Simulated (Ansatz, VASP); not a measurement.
## MgO: VASP beside Ansatz

```
Mg O
1.0
     3.12381    0.00000    0.00000
    -1.56190    2.70530    0.00000
     0.00000    0.00000    4.78265
Mg O
2 2
Direct
  0.33333 0.66667 0.98869
  0.66667 0.33333 0.48869
  0.33333 0.66667 0.38631
  0.66667 0.33333 0.88631
```

Change from the starting cell: hydrostatic strain -5.0%.

Alike in both runs: task single point; functional r2SCAN; k mesh 12 × 12 × 6; no spin polarisation.

```csv
,VASP,Ansatz
version,VASP 6.6.1,Ansatz 0.2.0
potentials or method,"VASP PAW PBE potentials, release 64 (Mg, O)","plane waves, PAW"
plane-wave cutoff (eV),520,500
occupations,"gaussian, width 0.01 eV",fixed
valence electrons in the cell,16,32
```

VASP gave:

* gap on the k mesh at the Fermi level (eV): 5.14
* pressure (GPa): 26.4
* traceless stress, the component that is largest in VASP (GPa): -4.49
* rms of the force components (eV/Å): 0.004

Task: Which values does Ansatz return?

Result: gap on the k mesh at the Fermi level (eV): 5.16; pressure (GPa): 26.5; traceless stress, the component that is largest in VASP (GPa): -4.38; rms of the force components (eV/Å): 0.000.

VASP's potentials were made for PBE, not for r2SCAN. Atom by atom the forces differ by 0.004 eV/Å (rms over components). VASP's potentials hold 16 valence electrons a cell and Ansatz's 32, so a difference there can come from the potentials and not from the codes.
